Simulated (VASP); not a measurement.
Sb:

```xyz
1
Lattice="0.0000 2.3865 2.3865 2.3865 0.0000 2.3865 2.3865 2.3865 0.0000" Properties=species:S:1:pos:R:3 pbc="T T T"
Sb    0.0000    0.0000    0.0000
```

| Property | Result |
| --- | --- |
| Program | VASP 6.6.1 |
| Task | relaxation of cell and atoms |
| Functional | LDA |
| Potentials or basis | VASP PAW LDA potentials, release 64 (Sb) |
| Cutoff | 600 eV |
| k mesh | 11 × 11 × 11 |
| Occupations | fermi-dirac, width 0.1 eV |
| Spin | no spin polarisation |

At the start: pressure -3.5 GPa; volume 27.18 Å³/atom.

Q: How do energy, volume and symmetry change on relaxing?

A: Over 3 steps the energy falls by 16.2 meV/atom and the volume is 25.76 Å³/atom (-5.2 %); space group Fm-3m (No. 225, to 0.05 Å).

The path:
```csv
step,energy change (eV),largest force (eV/Å),pressure (GPa),volume (Å³)
1,0.0000,0.0000,-3.46,27.18
2,-0.0099,0.0000,2.54,24.94
3,-0.0162,0.0000,-0.01,25.76
```

Final structure:
```cif
data_structure
_symmetry_space_group_name_H-M 'P 1'
_symmetry_Int_Tables_number 1
_cell_length_a 3.3150
_cell_length_b 3.3150
_cell_length_c 3.3150
_cell_angle_alpha 60.000
_cell_angle_beta 60.000
_cell_angle_gamma 60.000
_cell_volume 25.76
loop_
_atom_site_label
_atom_site_type_symbol
_atom_site_fract_x
_atom_site_fract_y
_atom_site_fract_z
_atom_site_occupancy
Sb1 Sb 0.00000 0.00000 0.00000 1
```
